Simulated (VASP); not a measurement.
# Rh: relaxation of cell and atoms with PBE

Crystal: Rh.

```
CELL_PARAMETERS angstrom
0.00000 1.90299 1.90299
1.90299 0.00000 1.90299
1.90299 1.90299 0.00000
ATOMIC_POSITIONS crystal
Rh 0.00000 0.00000 0.00000
```

| Property | Result |
| --- | --- |
| Program | VASP 6.6.1 |
| Task | relaxation of cell and atoms |
| Functional | PBE |
| Potentials or basis | VASP PAW PBE potentials, release 64 (Rh_pv) |
| Cutoff | 600 eV |
| k mesh | 18 × 18 × 18 |
| Occupations | gaussian, width 0.1 eV |
| Spin | no spin polarisation |
| Dipole correction | no |
| Further INCAR settings | ALGO = Normal; EDIFF = 1e-07; IBRION = 2; EDIFFG = -0.005; NSW = 100; ISIF = 3 |

The relaxed volume is 14.04 Å³/atom and the relaxed cell is a = 2.708 Å, b = 2.708 Å, c = 2.708 Å, α = 60.00°, β = 60.00°, γ = 60.00°. The space group after relaxing (to 0.05 Å) is Fm-3m (No. 225). The energy gained by relaxing is 3.9 meV/atom. The ionic steps are 4. The pressure after relaxing is 0.0 GPa.

Step by step:
```
step  energy change (eV)  largest force (eV/Å)  pressure (GPa)  volume (Å³)
   1              0.0000                0.0000            4.99        13.78
   2              0.0162                0.0000           -9.93        14.66
   3             -0.0039                0.0000           -0.07        14.04
   4             -0.0039                0.0000            0.03        14.04
```

Final structure:
```
Rh
1.0
     0.00000    1.91464    1.91464
     1.91464    0.00000    1.91464
     1.91464    1.91464    0.00000
Rh
1
Cartesian
  0.0000 0.0000 0.0000
```

Levels at points of the mesh, in eV from the Fermi level:
| k point | band 3 | band 4 | band 5 | band 6 | band 7 | band 8 | band 9 | band 10 | band 11 |
| --- | --- | --- | --- | --- | --- | --- | --- | --- | --- |
| (0.00, 0.00, 0.00) | -46.35 | -7.81 | -2.99 | -2.99 | -2.99 | -0.97 | -0.97 | 16.01 | 20.58 |
| (0.50, 0.00, 0.00) | -46.45 | -5.95 | -3.06 | -3.06 | 0.54 | 0.54 | 0.75 | 8.43 | 15.50 |
| (0.50, 0.50, 0.00) | -46.60 | -6.12 | -5.77 | 0.51 | 0.94 | 0.94 | 3.24 | 12.01 | 13.20 |

Run time: 3.2 min on 1 thread of AMD EPYC 7R13, on a shared host, peak memory 0.15 GiB.
